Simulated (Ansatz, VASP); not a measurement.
# C: VASP beside Ansatz

```
C
1.0
     1.22905    0.70959    3.28297
    -1.22905    0.70959    3.28297
     0.00000   -1.41918    3.28297
C
2
Direct
  0.17276 0.17276 0.14457
  0.82724 0.82724 0.85543
```

Change from the starting cell: mode 4 frozen in at -0.032 Å and mode 6 at +0.040 Å (largest displacements).

Alike in both runs: task single point; functional PBEsol; dispersion D3(BJ); k mesh 15 × 15 × 15; occupations gaussian, width 0.05 eV; no spin polarisation.

|  | VASP | Ansatz |
| --- | --- | --- |
| version | VASP 6.6.1 | Ansatz 0.2.0 |
| potentials or method | VASP PAW PBE potentials, release 64 (C), cutoff 520 eV | scalar-relativistic, plane waves, PAW |
| valence electrons in the cell | 8 | 8 |

Ansatz gave:

- gap on the k mesh at the Fermi level (eV): 0.18
- least direct gap on the mesh (eV): 0.18
- pressure (GPa): 2.5
- traceless stress, the component that is largest in VASP (GPa): 10.19
- rms of the force components (eV/Å): 2.345

Which values does VASP return?

gap on the k mesh at the Fermi level (eV): 0.18; least direct gap on the mesh (eV): 0.18; pressure (GPa): 3.2; traceless stress, the component that is largest in VASP (GPa): 10.80; rms of the force components (eV/Å): 2.350.

VASP's potentials were made for PBE, not for PBEsol, and Ansatz warns of the same on its side. Atom by atom the forces differ by 0.007 eV/Å (rms over components).
